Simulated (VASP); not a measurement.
# CdF2 (Fm-3m) in VASP: a series of runs

CdF2 is run at these levels: PBE; tasks: single point.

All numbers are computed with VASP 6.6.1; they aren't measurements. Logs are shortened: lines on timing, memory, paths and dates and some standing lists are left out, and cuts for length are marked.

### 1 The cell of the first run

Symmetry: Fm-3m, No. 225, cubic system. The conventional cell has a = 5.226 Å, b = 5.226 Å, c = 5.226 Å, α = 90.00°, β = 90.00°, γ = 90.00°. Within 3.0 Å of Cd (site symmetry m-3m) lie 8 F at 2.26 Å. Within 3.0 Å of F (site symmetry -43m) lie 4 Cd at 2.26 Å and 6 F at 2.61 Å.

### 2 Single point, PBE (strain -0.030 along x and y, -0.030 along z)

INCAR

```
SYSTEM = CdF2
PREC = Accurate ; ENCUT = 520
EDIFF = 1E-6 ; ISMEAR = 0
SIGMA = 0.05 ; LREAL = .False.
LASPH = .True. ; NELM = 60
ALGO = Normal ; ISIF = 2
LWAVE = .False. ; LCHARG = .False.
GGA = PE ; NBANDS = 20
```

KPOINTS

```
Automatic mesh
0
Gamma
  8 8 8
  0 0 0
```

POSCAR

```
CdF2
1.0
    0.0000000000      2.6131800000      2.6131800000
    2.6131800000      0.0000000000      2.6131800000
    2.6131800000      2.6131800000      0.0000000000
Cd F
1 2
Direct
    0.0000000000      0.0000000000      0.0000000000
    0.2500000000      0.2500000000      0.2500000000
    0.7500000000      0.7500000000      0.7500000000
```

Potentials or basis: VASP PAW PBE potentials, release 64 (Cd, F).

Started as:

```sh
> cat potpaw_PBE.64/Cd/POTCAR potpaw_PBE.64/F/POTCAR > POTCAR
> mpirun -np 1 vasp_std > vasp.out
```

OUTCAR:

```text
SYSTEM = CdF2
   PREC = Accurate
   ENCUT = 520
   EDIFF = 1E-6
   ISMEAR = 0
   LREAL = .False.
   LASPH = .True.
   NELM = 60
   ISIF = 2
   GGA = PE

 ion  position               nearest neighbor table
   1  0.000  0.000  0.000-   3 2.26   3 2.26   3 2.26   2 2.26   3 2.26   2 2.26   2 2.26   2 2.26

   2  0.250  0.250  0.250-   1 2.26   1 2.26   1 2.26   1 2.26
   3  0.750  0.750  0.750-   1 2.26   1 2.26   1 2.26   1 2.26

  LATTYP: Found a face centered cubic cell.
 ALAT       =     5.2263600000

  Lattice vectors:

 A1 = (   0.0000000000,   2.6131800000,   2.6131800000)
 A2 = (   2.6131800000,   0.0000000000,   2.6131800000)
 A3 = (   2.6131800000,   2.6131800000,   0.0000000000)

Analysis of symmetry for initial positions (statically):
=====================================================================
 Subroutine PRICEL returns:
 Original cell was already a primitive cell.

 Routine SETGRP: Setting up the symmetry group for a
 face centered cubic supercell.

 Subroutine GETGRP returns: Found 48 space group operations
 (whereof 48 operations were pure point group operations)
 out of a pool of 48 trial point group operations.

The static configuration has the point symmetry O_h .

Analysis of symmetry for dynamics (positions and initial velocities):
=====================================================================
 Subroutine PRICEL returns:
 Original cell was already a primitive cell.

 Routine SETGRP: Setting up the symmetry group for a
 face centered cubic supercell.

 Subroutine GETGRP returns: Found 48 space group operations
 (whereof 48 operations were pure point group operations)
 out of a pool of 48 trial point group operations.

The dynamic configuration has the point symmetry O_h .

 Subroutine INISYM returns: Found 48 space group operations
 (whereof 48 operations are pure point group operations),
 and found     1 'primitive' translations

----------------------------------------------------------------------------------------

                                     Primitive cell

  volume of cell :      35.6893

  direct lattice vectors                    reciprocal lattice vectors
     0.000000000  2.613180000  2.613180000    -0.191337757  0.191337757  0.191337757
     2.613180000  0.000000000  2.613180000     0.191337757 -0.191337757  0.191337757
     2.613180000  2.613180000  0.000000000     0.191337757  0.191337757 -0.191337757

  length of vectors
     3.695594597  3.695594597  3.695594597     0.331406717  0.331406717  0.331406717

  position of ions in fractional coordinates (direct lattice)
[... 81 lines left out ...]
   EDIFF  = 0.1E-05   stopping-criterion for ELM
   LREAL  =      F    real-space projection
   EDIFFG = 0.1E-04   stopping-criterion for IOM
   NSW    =      0    number of steps for IOM
   IBRION =     -1    ionic relax: 0-MD 1-quasi-New 2-CG
   NFREE  =      0    steps in history (QN), initial steepest desc. (CG)
   ISIF   =      2    stress and relaxation
   ISYM   =      2    0-nonsym 1-usesym 2-fastsym
   POTIM  = 0.5000    time-step for ionic-motion
   TEBEG  =    0.0;   TEEND  =   0.0 temperature during run
   PSTRESS=    0.0 pullay stress
   NELECT =      26.0000    total number of electrons
   NUPDOWN=      -1.0000    fix difference up-down
   EMIN   =  10.00;   EMAX   =-10.00  energy-range for DOS
   EFERMI =   0.00;   METHOD = LEGACY
   ISMEAR =     0;   SIGMA  =   0.05  broadening in eV -4-tet -1-fermi 0-gaus
   EFERMI_NEDOS =   21; number of points for ismear=-14 and -15
   IALGO  =     38    algorithm
   IMIX   =      4    mixing-type and parameters
     AMIX     =   0.40;   BMIX     =  1.00
     AMIX_MAG =   1.60;   BMIX_MAG =  1.00
  volume/ion in A,a.u.               =      11.90        80.28
  Fermi-wavevector in a.u.,A,eV,Ry     =   1.473058  2.783677 29.523295  2.169901
  Thomas-Fermi vector in A             =   2.587998
   LORBIT       =      0    0 simple, 1 ext, 2 COOP (PROOUT), +10 PAW based schemes
   GGA     = PE    functional components
   LHFCALC =     F    Hartree Fock is set to
   AEXX    =    0.0000 exact exchange contribution
   IVDW    =     0    specifies the selected vdW correction
   LEPSILON=     F    determine dielectric tensor
   LRPA    =     F    only Hartree local field effects (RPA)
 non-spin polarized calculation
 Gauss-broadening in eV      SIGMA  =   0.05
  energy-cutoff  :      520.00
  volume of cell :       35.69
 maximum number of plane-waves:       982
   NGX = 13   NGY = 13   NGZ = 13

 number of electron      26.0000017 magnetization

 Free energy of the ion-electron system (eV)
  ---------------------------------------------------
  ext. energy  EPLUGINS =         0.00000000
  ---------------------------------------------------
  free energy    TOTEN  =       -10.58311869 eV

  energy without entropy =      -10.58311869  energy(sigma->0) =      -10.58311869

 E-fermi :  -0.2774     XC(G=0): -10.9193

 val. band max:       -0.5632200507   @ k =  -0.2500   0.5000   0.2500
 cond. band min:       2.8322240644   @ k =   0.0000   0.0000   0.0000
 fundamental gap:      3.3954441151
 Fermi energy:        -0.2773841764

 k-point     1 :       0.0000    0.0000    0.0000
  band No.  band energies     occupation
      1     -21.9338      2.00000
      2     -20.5460      2.00000
      3      -6.5428      2.00000
      4      -6.5428      2.00000
      5      -6.5428      2.00000
      6      -4.8923      2.00000
[... 541 lines left out ...]
     19      18.8059      0.00000
     20      22.4398      0.00000

 [... further k-points ...]

------------------------ aborting loop because EDIFF is reached ----------------------------------------

  FORCE on cell =-STRESS in cart. coord.  units (eV):
  Direction    XX          YY          ZZ          XY          YZ          ZX
  --------------------------------------------------------------------------------------
  -------------------------------------------------------------------------------------
  Total        4.4897350      4.4897350      4.4897350     -0.0000000      0.0000000     -0.0000000
  in kB      201.5548808    201.5548808    201.5548808     -0.0000000      0.0000000     -0.0000000
  external PRESSURE =     201.5548808 kB  Pullay stress =       0.0000000 kB

 VOLUME and BASIS-vectors are now :
 -----------------------------------------------------------------------------
  energy-cutoff  :      520.00
  volume of cell :       35.69
      direct lattice vectors                 reciprocal lattice vectors
     0.000000000  2.613180000  2.613180000    -0.191337757  0.191337757  0.191337757
     2.613180000  0.000000000  2.613180000     0.191337757 -0.191337757  0.191337757
     2.613180000  2.613180000  0.000000000     0.191337757  0.191337757 -0.191337757

 POSITION                                       TOTAL-FORCE (eV/Angst)
 -----------------------------------------------------------------------------------
      0.00000      0.00000      0.00000        -0.000000     -0.000000     -0.000000
      1.30659      1.30659      1.30659        -0.000000     -0.000000     -0.000000
      3.91977      3.91977      3.91977         0.000000      0.000000      0.000000
 -----------------------------------------------------------------------------------
    total drift:                                0.000000      0.000000      0.000000

  FREE ENERGIE OF THE ION-ELECTRON SYSTEM (eV)
  ---------------------------------------------------
  free  energy   TOTEN  =       -10.5831186885 eV

  energy  without entropy=      -10.5831186885  energy(sigma->0) =      -10.58311869
```

OSZICAR:

```text
N       E                     dE             d eps       ncg     rms          rms(c)
DAV:   1     0.206230597011E+03    0.20623E+03   -0.15856E+04  1176   0.135E+03
DAV:   2    -0.291006193998E+01   -0.20914E+03   -0.19999E+03  1240   0.356E+02
DAV:   3    -0.121489446412E+02   -0.92389E+01   -0.92102E+01  1320   0.804E+01
DAV:   4    -0.121925228695E+02   -0.43578E-01   -0.43576E-01  1240   0.560E+00
DAV:   5    -0.121926670946E+02   -0.14423E-03   -0.14422E-03  1332   0.295E-01    0.119E+01
DAV:   6    -0.105482966288E+02    0.16444E+01   -0.36597E+00  1444   0.346E+01    0.877E+00
DAV:   7    -0.105922476815E+02   -0.43951E-01   -0.83041E-01  1180   0.835E+00    0.502E+00
DAV:   8    -0.105892772055E+02    0.29705E-02   -0.10361E-01  1184   0.339E+00    0.633E-01
DAV:   9    -0.105824364429E+02    0.68408E-02   -0.26025E-02  1404   0.235E+00    0.807E-02
DAV:  10    -0.105830172237E+02   -0.58078E-03   -0.26273E-03  1172   0.505E-01    0.109E-01
DAV:  11    -0.105831071527E+02   -0.89929E-04   -0.79892E-05  1244   0.761E-02    0.295E-02
DAV:  12    -0.105831172362E+02   -0.10084E-04   -0.11825E-05  1208   0.476E-02    0.157E-02
DAV:  13    -0.105831189778E+02   -0.17416E-05   -0.88886E-06  1224   0.252E-02    0.422E-03
DAV:  14    -0.105831186885E+02    0.28934E-06   -0.11230E-06   844   0.112E-02
   1 F= -.10583119E+02 E0= -.10583119E+02  d E =-.211918E-17
```

stdout:

```text
POSCAR found type information on POSCAR CdF
 POSCAR found :  2 types and       3 ions
 scaLAPACK will be used
 LDA part: xc-table for (Slater+PW92), standard interpolation
 POSCAR, INCAR and KPOINTS ok, starting setup
 FFT: planning ... GRIDC
 FFT: planning ... GRID_SOFT
 FFT: planning ... GRID
 WAVECAR not read
 entering main loop
```

Wall time 26 s (1 thread of Intel Xeon 8259CL, shared host); peak memory 0.16 GiB.

What came out:

* Free energy: -10.5831 eV
* Pressure: 20.2 GPa
* Band gap on the k mesh: 3.40 eV (least direct gap 3.76 eV)

Levels at points of the mesh, in eV from the valence-band top:
```tsv
k point	band 9	band 10	band 11	band 12	band 13	band 14	band 15	band 16	band 17	band 18
(0.00, 0.00, 0.00)	-1.23	-1.23	-0.37	-0.37	-0.37	3.40	13.12	13.12	13.12	18.48
(0.50, 0.00, 0.00)	-2.71	-2.22	-2.22	-0.32	-0.32	7.88	9.44	15.31	15.31	18.83
(0.50, 0.50, 0.00)	-3.48	-3.18	-0.69	-0.10	-0.10	8.76	10.16	12.09	15.12	15.12
```

Caveat: the cell differs from its parent crystal (strain -0.030 along x and y, -0.030 along z); the cell stands under pressure.

(Continued in part 2 of 2.)
